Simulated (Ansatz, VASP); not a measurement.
## BaTiO3 in VASP and in Ansatz

POSCAR

```
BaTiO3
1.0
   -4.0415464000     -4.0304822700      0.0000000000
   -4.0194584200      4.0304822700      0.0000000000
   -0.0110439900     -0.0110137900     -4.0304722100
Ba Ti O
2 2 6
Direct
    0.0000000000      0.0000000000      0.0000000000
    0.5000000000      0.5000000000      0.0000000000
    0.5153000000      0.0000000000      0.5153000000
    0.0153000000      0.5000000000      0.5153000000
    0.9912000000      0.5000000000      0.9817000000
    0.4912000000      0.0000000000      0.9817000000
    0.7364500000      0.2452500000      0.4912000000
    0.2364500000      0.7452500000      0.4912000000
    0.7364500000      0.7547500000      0.4912000000
    0.2364500000      0.2547500000      0.4912000000
```

Contents of INCAR.step1:

```
PREC = Accurate ; ENCUT = 520
ISMEAR = -1 ; SIGMA = 0.1
LREAL = F ; LASPH = T
NELM = 100 ; NBANDS = 51
GGA = PE ; ALGO = Normal
EDIFF = 1E-4 ; LWAVE = T
LCHARG = F
```

File INCAR.step2:

```
PREC = Accurate ; ENCUT = 520
EDIFF = 1E-7 ; ISMEAR = -1
SIGMA = 0.1 ; LREAL = F
LASPH = T ; NELM = 100
ALGO = Normal ; ISIF = 2
LWAVE = F ; LCHARG = F
METAGGA = R2SCAN ; LMIXTAU = T
NBANDS = 51 ; ISTART = 1
```

File KPOINTS:

```
Automatic mesh
0
Gamma
  5 5 6
```

Input for Ansatz:

```yaml
crystal:
  lattice:
    - [4.0415464, 4.03048227, 0.0]
    - [4.01945842, -4.03048227, 0.0]
    - [0.01104399, 0.01101379, 4.03047221]
  atoms:
    - { symbol: Ba, position: [0.0, 0.0, 0.0] }
    - { symbol: Ba, position: [0.5, 0.5, 0.0] }
    - { symbol: Ti, position: [0.4847, 0.0, 0.4847] }
    - { symbol: Ti, position: [0.9847, 0.5, 0.4847] }
    - { symbol: O, position: [0.0088, 0.5, 0.0183] }
    - { symbol: O, position: [0.5088, 0.0, 0.0183] }
    - { symbol: O, position: [0.26355, 0.75475, 0.5088] }
    - { symbol: O, position: [0.76355, 0.25475, 0.5088] }
    - { symbol: O, position: [0.26355, 0.24525, 0.5088] }
    - { symbol: O, position: [0.76355, 0.74525, 0.5088] }
  symmetry: { tolerance: 0.0003 }
kpoints:
  mp_grid: { grid: [5, 5, 6], shift: [0, 0, 0] }
  band_path:
    path:
      - [0.0, 0.0, 0.0]
      - [1.0, 0.0, 0.5]
      - [1.0, 0.00545041, 0.5]
      - [0.00272539, 0.99727464, 0.49727502]
      - [0.49999991, 0.49999992, -1.1e-07]
      - [0.0, 0.0, 0.0]
      - [0.0, 0.99727464, 0.0]
      - [0.5013627, 0.50136253, 0.49863751]
      - [0.50000009, 0.49999992, 0.50000011]
      - [0.0, 0.0, 0.0]
    npoints: 6
magnetization:
  spin_polarized: false
scf:
  occupations: { method: fermi_dirac }
  lower_state_search: "off"
  max_iter: 200
hamiltonian:
  pseudopotentials: { kind: paw }
  xc: r2scan
basis:
  ecutwfc: 500
  fft_grid_basis: typed
output:
  forces: true
  stress: true
  eigenvalues: true
  bader: true
  populations: true
  elf: true
  write_potential: true
  volumetric_format: npy
  dos:
    e_range: [-12, 8]
    de: 0.05
    projected: { site_lists: { Ba: [Ba], O: [O], Ti: [Ti] } }
checkpoint:
  read: saved_state
```

Alike in both runs: task single point; functional r2SCAN; k mesh 5 × 5 × 6; no spin polarisation.

|  | VASP | Ansatz |
| --- | --- | --- |
| version | VASP 6.6.1 | Ansatz 0.2.0 |
| potentials or method | VASP PAW PBE potentials, release 64 (Ba_sv, Ti_sv, O), cutoff 520 eV | PAW plane waves |
| occupations | fermi-dirac, width 0.1 eV | fermi-dirac |
| valence electrons in the cell | 80 | 80 |

```tsv
	VASP	Ansatz	Ansatz less VASP
pressure (GPa)	0.5	-1.4	-1.88
rms of the force components (eV/Å)	0.034	0.061	+0.0268
```

VASP's potentials were made for PBE, not for r2SCAN. Ansatz's warnings: structure snapped to symmetry.

Neither program's run includes spin-orbit coupling.
